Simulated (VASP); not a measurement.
Crystal: MoS.

```
Mo S
1.0
     2.97064    0.00000    0.00000
     0.00000    2.97064    0.00000
     0.00000    0.00000    2.97064
Mo S
1 1
Cartesian
  0.0000 0.0000 0.0000
  1.4853 1.4853 1.4853
```

Base run:

| Property | Result |
| --- | --- |
| Program | VASP 6.6.1 |
| Functional | PBEsol |
| Potentials or basis | VASP PAW PBE potentials, release 64 (Mo_sv, S) |
| Cutoff | 520 eV |
| k mesh | 14 × 14 × 14 |
| Occupations | gaussian, width 0.05 eV |
| Spin | collinear spin |
| Starting moments | [3.5, 0.0] μB |
| Hubbard terms | Mo d U = 4.0 eV |

Its results: pressure 5.5 GPa; net moment 0.26 μB per cell.

Question: After a change of settings the same cell gave: pressure 0.5 GPa; net moment 0.00 μB per cell. Which change was it?
A. hubbard terms from Mo d U = 4.0 eV to Mo d U = 6.0 eV
B. occupations from gaussian, width 0.05 eV to gaussian, width 0.1 eV; hubbard terms from Mo d U = 4.0 eV to none
C. hubbard terms from Mo d U = 4.0 eV to Mo d U = 2.0 eV; further incar settings from ALGO = Normal; EDIFF = 1e-06; NBANDS = 21 to ALGO = Normal; EDIFF = 1e-07; NBANDS = 21

Answer: B.

Caveats: the PAW data sets were made with another functional, which shifts forces and pressure a little; the cell stands under pressure (at least some runs).
